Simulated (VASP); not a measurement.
A run of VASP 6.6.1 is set up as follows.

File INCAR:

```
SYSTEM = Cu
ALGO = Fast ; EDIFF = 1E-7
ENCUT = 520 ; GGA = PE
ISIF = 2 ; ISMEAR = 0
LASPH = .True. ; LCHARG = .False.
LREAL = .False. ; LWAVE = .False.
NBANDS = 12 ; NELM = 80
PREC = Accurate ; SIGMA = 0.15
```

Contents of KPOINTS:

```
k-points
0
Gamma
  24 24 24
  0 0 0
```

The input POSCAR:

```
Cu
1.0
    0.0000000000      1.8492943254      1.4668602589
    1.8492943254      0.0000000000      1.4668602589
    1.8492943254      1.8492943254      0.0000000000
Cu
1
Direct
    0.0000000000      0.0000000000      0.0000000000
```

Potentials or basis: VASP PAW PBE potentials, release 64 (Cu).

Launch:

```bash
$ cat potpaw_PBE.64/Cu/POTCAR > POTCAR
$ mpirun -np 1 vasp_std > vasp.out
```

Problem. Predict the pressure.

Solution. 39.6 GPa.

Stress tensor (GPa, compression positive):
```
38.57  0.00  0.00
 0.00 38.57  0.00
 0.00  0.00 41.71
```
